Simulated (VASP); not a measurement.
## CsW3: relaxation of cell and atoms with PBE

The system is CsW3.

```
CELL_PARAMETERS angstrom
0.00000 3.35706 3.35706
3.35706 0.00000 3.35706
3.35706 3.35706 0.00000
ATOMIC_POSITIONS crystal
Cs 0.50000 0.50000 0.50000
W 0.25000 0.25000 0.25000
W 0.75000 0.75000 0.75000
W 0.00000 0.00000 0.00000
```

The cell was generated, and may not be a known phase.

```json
{"Program": "VASP 6.6.1", "Task": "relaxation of cell and atoms", "Functional": "PBE", "Potentials or basis": "VASP PAW PBE potentials, release 64 (Cs_sv, W_sv)", "Cutoff": "600 eV", "k mesh": "12 × 12 × 12", "Occupations": "gaussian, width 0.1 eV", "Spin": "no spin polarisation", "Dipole correction": "no", "Further INCAR settings": "ALGO = Normal; EDIFF = 1e-06; IBRION = 2; EDIFFG = -0.01; NSW = 100; ISIF = 3"}
```

```json
{"Relaxed volume": "19.16 Å³/atom", "Relaxed cell": "a = 4.768 Å, b = 4.768 Å, c = 4.768 Å, α = 60.00°, β = 60.00°, γ = 60.00°", "Space group after relaxing (to 0.1 Å)": "Fm-3m (No. 225)", "Energy gained by relaxing": "1.5 meV/atom", "Ionic steps": "3", "Pressure after relaxing": "0.0 GPa", "Band gap on the k mesh": "zero (an odd number of electrons rules out a gap without spin polarisation)"}
```

The path:
```
step  energy change (eV)  largest force (eV/Å)  pressure (GPa)  volume (Å³)
   1              0.0000                0.0000            2.00        75.67
   2              0.0111                0.0000           -3.18        78.29
   3             -0.0059                0.0000           -0.01        76.62
```

Final structure:
```xyz
4
Lattice="0.0000 3.3711 3.3711 3.3711 0.0000 3.3711 3.3711 3.3711 0.0000" Properties=species:S:1:pos:R:3 pbc="T T T"
Cs    3.3711    3.3711    3.3711
W     1.6856    1.6856    1.6856
W     5.0567    5.0567    5.0567
W     0.0000    0.0000    0.0000
```

Levels at points of the mesh, in eV from the Fermi level:
```tsv
k point	band 23	band 24	band 25	band 26	band 27	band 28
(0.00, 0.00, 0.00)	0.16	0.16	0.16	0.56	0.56	0.56
(0.50, 0.00, 0.00)	-1.63	-0.98	-0.98	-0.27	-0.27	-0.03
(0.50, 0.50, 0.00)	-0.80	-0.55	-0.27	-0.27	1.18	1.74
```

It took 11 min on 1 thread of Intel(R) Xeon(R) Platinum 8259CL CPU @ 2.50GHz (Skylake/Cascade Lake), with other jobs on the host, peak memory 0.35 GiB.

Caveat: spin-orbit coupling is left out, which moves the levels of the heavy elements.
